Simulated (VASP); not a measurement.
A run of VASP 6.6.1 is set up as follows.

File INCAR:

```
SYSTEM = Ge
PREC = Accurate
ENCUT = 520
EDIFF = 1E-6
ISMEAR = -1
SIGMA = 0.06122561905347299
LREAL = .FALSE.
LASPH = .TRUE.
NELM = 80
ALGO = Normal
ISIF = 2
LWAVE = .FALSE.
LCHARG = .TRUE.
GGA = PE
LELF = .TRUE.
LVHAR = .TRUE.
NBANDS = 21
```

The input KPOINTS:

```
regular mesh
0
G
  33 33 33
  0 0 0
```

File POSCAR:

```
Ge
1.0
    0.0000000000      2.9378979272      2.9378979272
    2.9378979272      0.0000000000      2.9378979272
    2.9378979272      2.9378979272      0.0000000000
Ge
2
Direct
    0.0000000000      0.0000000000      0.0000000000
    0.2500000000      0.2500000000      0.2500000000
```

Potentials or basis: VASP PAW PBE potentials, release 64 (Ge_d).

Run with:

```console
$ cat potpaw_PBE.64/Ge_d/POTCAR > POTCAR
$ mpirun -np 1 vasp_std > vasp.out
```

Estimate the band gap on the k mesh.

zero (bands 14 and 15 overlap by 0.13 eV).

Estimate the pressure.

-3.0 GPa.

Caveat: the cell stands under tension; semilocal functionals underestimate gaps, and a narrow one can read as zero.
